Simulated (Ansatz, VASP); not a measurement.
Two plane-wave programs on PIr2

```
P Ir
1.0
     0.00000    2.76750    2.76750
     2.76750    0.00000    2.76750
     2.76750    2.76750    0.00000
P Ir
1 2
Direct
  0.00000 0.00000 0.00000
  0.25000 0.25000 0.25000
  0.75000 0.75000 0.75000
```

Alike in both runs: task relaxation of cell and atoms; functional LDA; k mesh 8 × 8 × 8; no spin polarisation.

|  | VASP | Ansatz |
| --- | --- | --- |
| version | VASP 6.6.1 | Ansatz 0.2.0 |
| potentials or method | VASP PAW LDA potentials, release 64 (P, Ir), cutoff 600 eV | plane waves, PAW |
| occupations | methfessel-paxton of order 1, width 0.05 eV | cold, width 0.05 eV |
| valence electrons in the cell | 23 | 39 |

VASP gave:

| Property | Result |
| --- | --- |
| gap on the k mesh at the Fermi level, each at its own relaxed structure (eV) | none |
| relaxed volume (Å³/atom) | 14.00 |
| relaxed cell length with the largest relative difference (Å) | 3.902 |

What did Ansatz give for the same quantities?

gap on the k mesh at the Fermi level, each at its own relaxed structure (eV): none; relaxed volume (Å³/atom): 13.91; relaxed cell length with the largest relative difference (Å): 3.893.

LDA's correlation is that of Perdew and Zunger in VASP and of Perdew and Wang (1992) in Ansatz. A gap of «none» marks a metal or a gap that the smearing closes. VASP's potentials hold 23 valence electrons a cell and Ansatz's 39, so a difference there can come from the potentials and not from the codes.

Neither program's run includes spin-orbit coupling.
